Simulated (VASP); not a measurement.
Crystal: KBr.

```xyz
4
Lattice="5.6186 0.0000 0.0000 -2.8093 4.8658 0.0000 0.0000 0.0000 6.5538" Properties=species:S:1:pos:R:3 pbc="T T T"
K     0.0000    3.2439   -0.4096
K     2.8093    1.6219    2.8673
Br    0.0000    3.2439    2.8673
Br    2.8093    1.6219    6.1442
```

Base run:

```yaml
Program: VASP 6.6.1
Functional: r2SCAN
Potentials_or_basis: VASP PAW PBE potentials, release 64 (K_sv, Br)
Cutoff: 520 eV
k_mesh: 6 × 6 × 4
Occupations: gaussian, width 0.01 eV
Spin: no spin polarisation
```

Its results: band gap on the k mesh 4.77 eV; pressure 0.0 GPa.

Task: The run is repeated on the same cell with these changes: functional from r2SCAN to PBE. What comes out?

Result: Band gap on the k mesh 4.19 eV; pressure 0.4 GPa.

Caveats: the structure was generated, so it needn't be the stable form of KBr; the PAW data sets were made with another functional, which shifts forces and pressure a little (at least some runs).

A k mesh can miss the band edges.
